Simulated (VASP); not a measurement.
CuCl: relaxation of shape and atoms at fixed volume with PBE

Crystal: CuCl.

```
Cu Cl
1.0
     1.97984    1.14306    3.23267
    -1.97984    1.14306    3.23267
     0.00000   -2.28612    3.23267
Cu Cl
1 1
Direct
  0.00853 0.00853 0.00853
  0.75847 0.75847 0.75847
```

```json
{
 "Program": "VASP 6.6.1",
 "Task": "relaxation of shape and atoms at fixed volume",
 "Functional": "PBE",
 "Potentials or basis": "VASP PAW PBE potentials, release 64 (Cu, Cl)",
 "Cutoff": "600 eV",
 "k mesh": "12 × 12 × 12",
 "Occupations": "gaussian, width 0.02 eV",
 "Spin": "no spin polarisation",
 "Dipole correction": "no",
 "Further INCAR settings": "ALGO = Normal; EDIFF = 1e-07; IBRION = 2; EDIFFG = -0.01; NSW = 50; ISIF = 4"
}
```

```yaml
Pressure_after_relaxing: -3.5 GPa
Band_gap_on_the_k_mesh: 0.38 eV
```

Final structure:
```
Cu Cl
1.0
     1.97984    1.14306    3.23267
    -1.97984    1.14306    3.23267
     0.00000   -2.28612    3.23267
Cu Cl
1 1
Direct
  0.00853 0.00853 0.00853
  0.75847 0.75847 0.75847
```

Levels at points of the mesh, in eV from the valence-band top:
```csv
k point,band 7,band 8,band 9,band 10,band 11,band 12
"(0.00, 0.00, 0.00)",0.00,0.00,0.00,0.38,6.75,6.75
"(0.50, 0.00, 0.00)",-1.08,-0.44,-0.44,2.72,6.39,7.14
"(0.50, 0.50, 0.00)",-1.03,-0.86,-0.86,3.54,4.25,8.30
"(0.50, 0.50, 0.50)",-1.08,-0.44,-0.44,2.72,6.39,7.14
```

It took 3.6 min on 1 thread of Oxide Virtual Turin-like Processor, with other jobs on the host, peak memory 0.25 GiB.

Caveat: semilocal functionals underestimate gaps, and a narrow one can read as zero. A k mesh can miss the band edges.
